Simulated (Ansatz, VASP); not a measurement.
PbO in VASP and in Ansatz

```
CELL_PARAMETERS angstrom
3.98785 0.00000 0.00000
0.00000 3.98785 0.00000
0.00000 0.00000 5.07674
ATOMIC_POSITIONS crystal
Pb 0.00000 0.50000 0.23328
Pb 0.50000 0.00000 0.76672
O 0.00000 0.00000 0.00000
O 0.50000 0.50000 0.00000
```

Alike in both runs: functional PBEsol; k mesh 8 × 8 × 6; occupations gaussian, width 0.02 eV; no spin polarisation.

Ansatz relaxed the structure, and its values are those at the end. VASP's run is a single point on that final structure, the one shown.

|  | VASP | Ansatz |
| --- | --- | --- |
| version | VASP 6.6.1 | Ansatz 0.2.0 |
| potentials or method | VASP PAW PBE potentials, release 64 (Pb_d, O), cutoff 520 eV | scalar-relativistic, plane waves, PAW |
| valence electrons in the cell | 40 | 40 |

|  | VASP | Ansatz | Ansatz less VASP |
| --- | --- | --- | --- |
| gap on the k mesh at the Fermi level (eV) | 1.24 | 1.23 | -0.006 |
| least direct gap on the mesh (eV) | 2.20 | 2.21 | +0.016 |
| pressure (GPa) | 0.1 | 0.0 | -0.09 |
| rms of the force components (eV/Å) | 0.018 | 0.000 | -0.0179 |

VASP's potentials were made for PBE, not for PBEsol.

Spin-orbit coupling is off throughout.
